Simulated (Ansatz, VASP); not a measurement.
## Fe in VASP and in Ansatz

```
Fe
1.0
    -1.39457    1.39457    1.39457
     1.39457   -1.39457    1.39457
     1.39457    1.39457   -1.39457
Fe
1
Cartesian
  0.0000 0.0000 0.0000
```

Alike in both runs: functional PBEsol; k mesh 10 × 10 × 10; occupations gaussian, width 0.1 eV; collinear spin.

Ansatz relaxed the structure, and its values are those at the end. VASP's run is a single point on that final structure, the one shown.

```csv
,VASP,Ansatz
version,VASP 6.6.1,Ansatz 0.2.0
potentials or method,"VASP PAW PBE potentials, release 64 (Fe), cutoff 600 eV","scalar-relativistic, plane waves, PAW"
valence electrons in the cell,8,16
```

```tsv
	VASP	Ansatz	Ansatz less VASP
gap on the k mesh at the Fermi level (eV)	none	none	-
pressure (GPa)	-0.3	0.0	+0.31
net moment per atom (μB)	2.13	2.12	-0.003
size of the moment on the site where the two differ most (μB)	2.11	2.16	+0.046
```

VASP's potentials were made for PBE, not for PBEsol. Site moments also hang on the region over which each program counts them. A gap of «none» marks a metal or a gap that the smearing closes. VASP's potentials hold 8 valence electrons a cell and Ansatz's 16, so a difference there can come from the potentials and not from the codes.
